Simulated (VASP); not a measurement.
Crystal: ZnS.

```
Zn S
1.0
     0.00000    2.69410    2.69410
     2.69410    0.00000    2.69410
     2.69410    2.69410    0.00000
Zn S
1 1
Direct
  0.25000 0.25000 0.25000
  0.00000 0.00000 0.00000
```

Base run:

- Program: VASP 6.6.1
- Functional: LDA
- Potentials or basis: VASP PAW LDA potentials, release 64 (Zn, S)
- Cutoff: 520 eV
- k mesh: 8 × 8 × 8
- Occupations: gaussian, width 0.01 eV
- Spin: no spin polarisation

Its results: band gap on the k mesh 1.93 eV; pressure -3.8 GPa.

Question: The run is repeated on the same cell with these changes: functional from LDA to r2SCAN; potentials or basis from VASP PAW LDA potentials, release 64 (Zn, S) to VASP PAW PBE potentials, release 64 (Zn, S). What comes out?

Answer: Band gap on the k mesh 2.72 eV; pressure 0.0 GPa.

Caveats: the cell stands under tension (at least some runs); the PAW data sets were made with another functional, which shifts forces and pressure a little (at least some runs).

